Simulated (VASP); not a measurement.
# AlN (F-43m) in VASP: a series of runs, part 2 of 2

VASP 6.6.1. The steps go on from the part before.

## (3) Single point, PBEsol-based global hybrid with 25 % exact exchange

POSCAR

```
AlN
1.0
    0.0000000000      2.1839935596      2.1839935596
    2.1839935596      0.0000000000      2.1839935596
    2.1839935596      2.1839935596      0.0000000000
Al N
1 1
Direct
    0.0000000000      0.0000000000      0.0000000000
    0.2500000000      0.2500000000      0.2500000000
```

INCAR.step1

```
PREC = Accurate ; ENCUT = 520
EDIFF = 1E-5 ; ISMEAR = -1
SIGMA = 0.05 ; LREAL = False
LASPH = True ; NELM = 80
ALGO = Normal ; ISIF = 2
LWAVE = True ; GGA = PE
NBANDS = 11
```

INCAR.step2

```
PREC = Accurate ; ENCUT = 520
EDIFF = 1E-6 ; ISMEAR = -1
SIGMA = 0.05 ; LREAL = False
LASPH = True ; NELM = 80
ALGO = Normal ; ISIF = 2
LWAVE = False ; LCHARG = True
GGA = PS ; LHFCALC = True
AEXX = 0.25 ; PRECFOCK = Normal
LELF = True ; LVHAR = True
ISTART = 1 ; NBANDS = 11
```

KPOINTS

```
regular mesh
0
Gamma
  5 5 5
```

Potentials or basis: VASP PAW PBE potentials, release 64 (Al, N).

Started as:

```
cat potpaw_PBE.64/Al/POTCAR potpaw_PBE.64/N/POTCAR > POTCAR
cp INCAR.step1 INCAR
mpirun -np 1 vasp_std > vasp.out
cp INCAR.step2 INCAR
mpirun -np 1 vasp_std > vasp.out
```

OUTCAR:

```text
PREC = Accurate
   ENCUT = 520
   EDIFF = 1E-6
   ISMEAR = -1
   LREAL = False
   LASPH = True
   NELM = 80
   ISIF = 2
   GGA = PS
   LHFCALC = True
   AEXX = 0.25
   PRECFOCK = Normal
   ISTART = 1

 ion  position               nearest neighbor table
   1  0.000  0.000  0.000-   2 1.89   2 1.89   2 1.89   2 1.89
   2  0.250  0.250  0.250-   1 1.89   1 1.89   1 1.89   1 1.89

  LATTYP: Found a face centered cubic cell.
 ALAT       =     4.3679871192

  Lattice vectors:

 A1 = (   0.0000000000,   2.1839935596,   2.1839935596)
 A2 = (   2.1839935596,   0.0000000000,   2.1839935596)
 A3 = (   2.1839935596,   2.1839935596,   0.0000000000)

Analysis of symmetry for initial positions (statically):
=====================================================================
 Subroutine PRICEL returns:
 Original cell was already a primitive cell.

 Routine SETGRP: Setting up the symmetry group for a
 face centered cubic supercell.

 Subroutine GETGRP returns: Found 24 space group operations
 (whereof 24 operations were pure point group operations)
 out of a pool of 48 trial point group operations.

The static configuration has the point symmetry T_d .

Analysis of symmetry for dynamics (positions and initial velocities):
=====================================================================
 Subroutine PRICEL returns:
 Original cell was already a primitive cell.

 Routine SETGRP: Setting up the symmetry group for a
 face centered cubic supercell.

 Subroutine GETGRP returns: Found 24 space group operations
 (whereof 24 operations were pure point group operations)
 out of a pool of 48 trial point group operations.

The dynamic configuration has the point symmetry T_d .

 Subroutine INISYM returns: Found 24 space group operations
 (whereof 24 operations are pure point group operations),
 and found     1 'primitive' translations

----------------------------------------------------------------------------------------

                                     Primitive cell

  volume of cell :      20.8345

  direct lattice vectors                    reciprocal lattice vectors
     0.000000000  2.183993560  2.183993560    -0.228938404  0.228938404  0.228938404
     2.183993560  0.000000000  2.183993560     0.228938404 -0.228938404  0.228938404
     2.183993560  2.183993560  0.000000000     0.228938404  0.228938404 -0.228938404

  length of vectors
     3.088633312  3.088633312  3.088633312     0.396532948  0.396532948  0.396532948

  position of ions in fractional coordinates (direct lattice)
     0.000000000  0.000000000  0.000000000
     0.250000000  0.250000000  0.250000000

  ion indices of the primitive-cell ions
   primitive index   ion index
                 1           1
                 2           2

----------------------------------------------------------------------------------------

 KPOINTS: regular mesh

Automatic generation of k-mesh.
 Grid dimensions read from file:
 generate k-points for:    5    5    5

 Generating k-lattice:

  Cartesian coordinates                     Fractional coordinates (reciprocal lattice)
[... 30 lines left out ...]
   dimension x,y,z NGX =    24 NGY =   24 NGZ =   24
   dimension x,y,z NGXF=    48 NGYF=   48 NGZF=   48
   ions per type =               1   1
   NGX,Y,Z   is equivalent  to a cutoff of  12.92, 12.92, 12.92 a.u.
   NGXF,Y,Z  is equivalent  to a cutoff of  25.84, 25.84, 25.84 a.u.
 SYSTEM =  unknown system
   PREC   = accura    normal or accurate (medium, high low for compatibility)
   ISTART =      1    job   : 0-new  1-cont  2-samecut
   ICHARG =      0    charge: 1-file 2-atom 10-const
   ISPIN  =      1    spin polarized calculation?
   LNONCOLLINEAR =      F non collinear calculations
   LSORBIT =      F    spin-orbit coupling
   LASPH  =      T    aspherical Exc in radial PAW
   ENCUT  =  520.0 eV  38.22 Ry    6.18 a.u.   5.74  5.74  5.74*2*pi/ulx,y,z
   NELM   =     80;   NELMIN=  2; NELMDL=  0     # of ELM steps
   EDIFF  = 0.1E-05   stopping-criterion for ELM
   LREAL  =      F    real-space projection
   EDIFFG = 0.1E-04   stopping-criterion for IOM
   NSW    =      0    number of steps for IOM
   IBRION =     -1    ionic relax: 0-MD 1-quasi-New 2-CG
   NFREE  =      0    steps in history (QN), initial steepest desc. (CG)
   ISIF   =      2    stress and relaxation
   ISYM   =      3    0-nonsym 1-usesym 2-fastsym
   POTIM  = 0.5000    time-step for ionic-motion
   TEBEG  =    0.0;   TEEND  =   0.0 temperature during run
   PSTRESS=    0.0 pullay stress
   NELECT =       8.0000    total number of electrons
   NUPDOWN=      -1.0000    fix difference up-down
   EMIN   =  10.00;   EMAX   =-10.00  energy-range for DOS
   EFERMI =   0.00;   METHOD = LEGACY
   ISMEAR =    -1;   SIGMA  =   0.05  broadening in eV -4-tet -1-fermi 0-gaus
   EFERMI_NEDOS =   21; number of points for ismear=-14 and -15
   IALGO  =     38    algorithm
   IMIX   =      1    mixing-type and parameters
     AMIX     =   0.40;   BMIX     =  1.00
     AMIX_MAG =   1.60;   BMIX_MAG =  1.00
  volume/ion in A,a.u.               =      10.42        70.30
  Fermi-wavevector in a.u.,A,eV,Ry     =   1.189899  2.248583 19.263943  1.415860
  Thomas-Fermi vector in A             =   2.325996
   LORBIT       =      0    0 simple, 1 ext, 2 COOP (PROOUT), +10 PAW based schemes
   GGA     = PS    functional components
   LHFCALC =     T    Hartree Fock is set to
   PRECFOCK=normal    Normal, Fast or Accurate (Low or Medium for compatibility)
   ENCUT4O =  -1.0   cutoff for four orbital integrals eV
   NKREDX  =     1    reduce k-point grid by
   NKREDY  =     1    reduce k-point grid by
   NKREDZ  =     1    reduce k-point grid by
   AEXX    =    0.2500 exact exchange contribution
   HFSCREEN=    0.0000 screening length (either q_TF or 0.3 A-1)
   HFSCREENC=   0.0000 screening length for correlation (either q_TF or 0.3 A-1)
   ENCUTFOCK=  -1.0 apply spherical cutoff to Coloumb kernel
   IVDW    =     0    specifies the selected vdW correction
   LEPSILON=     F    determine dielectric tensor
   LRPA    =     F    only Hartree local field effects (RPA)
 non-spin polarized calculation
  energy-cutoff  :      520.00
  volume of cell :       20.83
 maximum number of plane-waves:       568
  NGX = 18; NGY = 18; NGZ = 18

 number of electron       8.0000000 magnetization

 Free energy of the ion-electron system (eV)
  ---------------------------------------------------
  ext. energy  EPLUGINS =         0.00000000
  ---------------------------------------------------
  free energy    TOTEN  =       -18.88743958 eV

  energy without entropy =      -18.88743958  energy(sigma->0) =      -18.88743958

 E-fermi :   5.6140     XC(G=0):  -8.7535

 val. band max:        4.5745793240   @ k =   0.0000   0.0000   0.0000
 cond. band min:      10.4211317967   @ k =   0.4000   0.4000   0.0000
 fundamental gap:      5.8465524728
 Fermi energy:         5.6139841529

 k-point     1 :       0.0000    0.0000    0.0000
  band No.  band energies     occupation
      1     -11.9041      2.00000
      2       4.5746      2.00000
      3       4.5746      2.00000
      4       4.5746      2.00000
      5      10.8535      0.00000
      6      19.5414      0.00000
      7      19.5414      0.00000
      8      19.5414      0.00000
      9      24.8987      0.00000
     10      24.8987      0.00000
     11      26.2504      0.00000
[... 113 lines left out ...]
 k-point    10 :      -0.4000    0.4000    0.2000
  band No.  band energies     occupation
      1      -9.1764      2.00000
      2      -0.1894      2.00000
      3       1.3524      2.00000
      4       2.5240      2.00000
      5      12.8137      0.00000
      6      17.6453      0.00000
      7      18.3731      0.00000
      8      20.6729      0.00000
      9      23.9096      0.00000
     10      26.4892      0.00000
     11      32.1819      0.00000

------------------------ aborting loop because EDIFF is reached ----------------------------------------

  FORCE on cell =-STRESS in cart. coord.  units (eV):
  Direction    XX          YY          ZZ          XY          YZ          ZX
  --------------------------------------------------------------------------------------
  -------------------------------------------------------------------------------------
  Total       -0.3721941     -0.3721941     -0.3721941      0.0000000     -0.0000000      0.0000000
  in kB      -28.6217418    -28.6217418    -28.6217418      0.0000000     -0.0000000      0.0000000
  external PRESSURE =     -28.6217418 kB  Pullay stress =       0.0000000 kB

 VOLUME and BASIS-vectors are now :
 -----------------------------------------------------------------------------
  energy-cutoff  :      520.00
  volume of cell :       20.83
      direct lattice vectors                 reciprocal lattice vectors
     0.000000000  2.183993560  2.183993560    -0.228938404  0.228938404  0.228938404
     2.183993560  0.000000000  2.183993560     0.228938404 -0.228938404  0.228938404
     2.183993560  2.183993560  0.000000000     0.228938404  0.228938404 -0.228938404

 POSITION                                       TOTAL-FORCE (eV/Angst)
 -----------------------------------------------------------------------------------
      0.00000      0.00000      0.00000        -0.000000     -0.000000      0.000000
      1.09200      1.09200      1.09200         0.000000      0.000000     -0.000000
 -----------------------------------------------------------------------------------
    total drift:                                0.000000      0.000000      0.000000

  FREE ENERGIE OF THE ION-ELECTRON SYSTEM (eV)
  ---------------------------------------------------
  free  energy   TOTEN  =       -18.8874395751 eV

  energy  without entropy=      -18.8874395751  energy(sigma->0) =      -18.88743958
```

It took 3.1 min on 1 thread of Intel Xeon 8259CL, shared host; peak memory 0.14 GiB.

What came out:

```yaml
Free_energy: -18.8874 eV
Pressure: -2.9 GPa
Band_gap_on_the_k_mesh: 5.85 eV (least direct gap 6.28 eV)
```

Levels at points of the mesh, in eV from the valence-band top:
```tsv
k point	band 2	band 3	band 4	band 5	band 6	band 7
(0.00, 0.00, 0.00)	0.00	0.00	0.00	6.28	14.97	14.97
```

Caveat: the k points lie up to 0.50 Å⁻¹ apart; the PAW data sets were made with another functional, which shifts forces and pressure a little; an odd mesh through Γ misses points on the zone boundary, where band edges can lie.

## (4) Single point, PBEsol-based global hybrid with 25 % exact exchange

This run uses another cell than the first one, of 9.79 Å³/atom.

POSCAR

```
AlN
1.0
    0.0000000000      2.1394097525      2.1394097525
    2.1394097525      0.0000000000      2.1394097525
    2.1394097525      2.1394097525      0.0000000000
Al N
1 1
Direct
    0.0000000000      0.0000000000      0.0000000000
    0.2500000000      0.2500000000      0.2500000000
```

INCAR.step1

```
PREC = Accurate
ENCUT = 520
EDIFF = 1E-5
ISMEAR = -1
SIGMA = 0.05
LREAL = F
LASPH = T
NELM = 80
ALGO = Normal
ISIF = 2
LWAVE = T
LCHARG = F
GGA = PE
NBANDS = 11
```

INCAR.step2

```
PREC = Accurate
ENCUT = 520
EDIFF = 1E-6
ISMEAR = -1
SIGMA = 0.05
LREAL = F
LASPH = T
NELM = 80
ALGO = Normal
ISIF = 2
LWAVE = F
LCHARG = F
GGA = PS
LHFCALC = T
AEXX = 0.25
PRECFOCK = Normal
ISTART = 1
NBANDS = 11
```

KPOINTS

```
Automatic mesh
0
Gamma
  5 5 5
```

Potentials or basis: VASP PAW PBE potentials, release 64 (Al, N).

Started as:

```
cat potpaw_PBE.64/Al/POTCAR potpaw_PBE.64/N/POTCAR > POTCAR
cp INCAR.step1 INCAR
mpirun -np 1 vasp_std > vasp.out
cp INCAR.step2 INCAR
mpirun -np 1 vasp_std > vasp.out
```

OUTCAR:

```text
PREC = Accurate
   ENCUT = 520
   EDIFF = 1E-6
   ISMEAR = -1
   LREAL = F
   LASPH = T
   NELM = 80
   ISIF = 2
   GGA = PS
   LHFCALC = T
   AEXX = 0.25
   PRECFOCK = Normal
   ISTART = 1

 ion  position               nearest neighbor table
   1  0.000  0.000  0.000-   2 1.85   2 1.85   2 1.85   2 1.85
   2  0.250  0.250  0.250-   1 1.85   1 1.85   1 1.85   1 1.85

  LATTYP: Found a face centered cubic cell.
 ALAT       =     4.2788195050

  Lattice vectors:

 A1 = (   0.0000000000,   2.1394097525,   2.1394097525)
 A2 = (   2.1394097525,   0.0000000000,   2.1394097525)
 A3 = (   2.1394097525,   2.1394097525,   0.0000000000)

Analysis of symmetry for initial positions (statically):
=====================================================================
 Subroutine PRICEL returns:
 Original cell was already a primitive cell.

 Routine SETGRP: Setting up the symmetry group for a
 face centered cubic supercell.

 Subroutine GETGRP returns: Found 24 space group operations
 (whereof 24 operations were pure point group operations)
 out of a pool of 48 trial point group operations.
[... 163 lines left out ...]
  band No.  band energies     occupation
      1     -11.7119      2.00000
      2       5.1481      2.00000
      3       5.1481      2.00000
      4       5.1481      2.00000
      5      12.0471      0.00000
      6      20.7814      0.00000
      7      20.7814      0.00000
      8      20.7814      0.00000
      9      26.0264      0.00000
     10      26.0264      0.00000
     11      27.5099      0.00000
[... 113 lines left out ...]
 k-point    10 :      -0.4000    0.4000    0.2000
  band No.  band energies     occupation
      1      -8.7369      2.00000
      2       0.2095      2.00000
      3       1.7981      2.00000
      4       3.0129      2.00000
      5      13.5805      0.00000
      6      18.6734      0.00000
      7      19.7342      0.00000
      8      21.9937      0.00000
      9      25.3426      0.00000
     10      27.8715      0.00000
     11      33.9256      0.00000

------------------------ aborting loop because EDIFF is reached ----------------------------------------

  FORCE on cell =-STRESS in cart. coord.  units (eV):
  Direction    XX          YY          ZZ          XY          YZ          ZX
  --------------------------------------------------------------------------------------
  -------------------------------------------------------------------------------------
  Total        1.4283837      1.4283837      1.4283837     -0.0000000     -0.0000000     -0.0000000
  in kB      116.8539897    116.8539897    116.8539897     -0.0000000     -0.0000000     -0.0000000
  external PRESSURE =     116.8539897 kB  Pullay stress =       0.0000000 kB

 VOLUME and BASIS-vectors are now :
 -----------------------------------------------------------------------------
  energy-cutoff  :      520.00
  volume of cell :       19.58
      direct lattice vectors                 reciprocal lattice vectors
     0.000000000  2.139409753  2.139409753    -0.233709321  0.233709321  0.233709321
     2.139409753  0.000000000  2.139409753     0.233709321 -0.233709321  0.233709321
     2.139409753  2.139409753  0.000000000     0.233709321  0.233709321 -0.233709321

 POSITION                                       TOTAL-FORCE (eV/Angst)
 -----------------------------------------------------------------------------------
      0.00000      0.00000      0.00000        -0.000000     -0.000000     -0.000000
      1.06970      1.06970      1.06970         0.000000      0.000000      0.000000
 -----------------------------------------------------------------------------------
    total drift:                                0.000000      0.000000      0.000000

  FREE ENERGIE OF THE ION-ELECTRON SYSTEM (eV)
  ---------------------------------------------------
  free  energy   TOTEN  =       -18.8550221793 eV

  energy  without entropy=      -18.8550221793  energy(sigma->0) =      -18.85502218
```

OUTCAR.step1:

```text
PREC = Accurate
   ENCUT = 520
   EDIFF = 1E-5
   ISMEAR = -1
   LREAL = F
[... 344 lines left out ...]
      0.00000      0.00000      0.00000        -0.000000     -0.000000     -0.000000
      1.06970      1.06970      1.06970         0.000000      0.000000      0.000000
 -----------------------------------------------------------------------------------
    total drift:                                0.000000      0.000000      0.000000

  FREE ENERGIE OF THE ION-ELECTRON SYSTEM (eV)
  ---------------------------------------------------
  free  energy   TOTEN  =       -14.7413327203 eV

  energy  without entropy=      -14.7413327203  energy(sigma->0) =      -14.74133272
```

OSZICAR.step1:

```text
N       E                     dE             d eps       ncg     rms          rms(c)
DAV:   1     0.725674551548E+01    0.72567E+01   -0.40793E+03   228   0.629E+02
DAV:   2    -0.165579764137E+02   -0.23815E+02   -0.22687E+02   250   0.132E+02
DAV:   3    -0.172515214502E+02   -0.69355E+00   -0.69288E+00   268   0.208E+01
DAV:   4    -0.172552080019E+02   -0.36866E-02   -0.36864E-02   241   0.165E+00
DAV:   5    -0.172552518212E+02   -0.43819E-04   -0.43819E-04   271   0.171E-01    0.895E+00
DAV:   6    -0.147590774269E+02    0.24962E+01   -0.11682E+01   258   0.176E+01    0.293E+00
DAV:   7    -0.147477353661E+02    0.11342E-01   -0.20955E-01   241   0.340E+00    0.215E+00
DAV:   8    -0.147424040292E+02    0.53313E-02   -0.24882E-02   238   0.151E+00    0.557E-01
DAV:   9    -0.147412761173E+02    0.11279E-02   -0.31319E-03   256   0.338E-01    0.236E-01
DAV:  10    -0.147413204878E+02   -0.44371E-04   -0.33445E-04   244   0.119E-01    0.257E-02
DAV:  11    -0.147413326491E+02   -0.12161E-04   -0.11895E-05   244   0.262E-02    0.139E-02
DAV:  12    -0.147413327203E+02   -0.71256E-07   -0.18613E-07   122   0.364E-03
   1 F= -.14741333E+02 E0= -.14741333E+02  d E =-.788406E-11
```

Wall time 3 min (1 thread of AMD EPYC 7R43 (Zen 3), shared host); peak memory 0.1 GiB.

Results:

* Free energy: -18.8550 eV
* Pressure: 11.7 GPa
* Band gap on the k mesh: 5.95 eV (least direct gap 6.90 eV)

Levels at points of the mesh, in eV from the valence-band top:
| k point | band 1 | band 2 | band 3 | band 4 | band 5 | band 6 | band 7 | band 8 | band 9 |
| --- | --- | --- | --- | --- | --- | --- | --- | --- | --- |
| (0.00, 0.00, 0.00) | -16.86 | 0.00 | 0.00 | 0.00 | 6.90 | 15.63 | 15.63 | 15.63 | 20.88 |

Caveat: the k points lie up to 0.51 Å⁻¹ apart; the PAW data sets were made with another functional, which shifts forces and pressure a little; an odd mesh through Γ misses points on the zone boundary, where band edges can lie.

## (5) The runs side by side

```csv
level,cell,k mesh,share of exact exchange,gap on the mesh (eV),pressure (GPa)
BHLYP,"a = 3.089 Å, angles 60.0°, 2 atoms",6 × 6 × 6,0.5,7.77,-2.4
PBEsol-based global hybrid with 25 % exact exchange,"a = 3.089 Å, angles 60.0°, 2 atoms",5 × 5 × 5,0.25,5.85,-2.9
PBEsol-based global hybrid with 25 % exact exchange,"a = 3.026 Å, angles 60.0°, 2 atoms",5 × 5 × 5,0.25,5.95,11.7
```

Alike in all rows: task single point; potentials or basis VASP PAW PBE potentials, release 64 (Al, N); no spin polarisation; cutoff (eV) 520; smearing fermi-dirac 0.05 eV.

Caveats: some runs use coarse meshes; the PAW data sets were made with another functional, which shifts forces and pressure a little; an odd mesh through Γ misses points on the zone boundary, where band edges can lie (at least some runs).

Absolute energies hang on the potentials; compare differences alone.
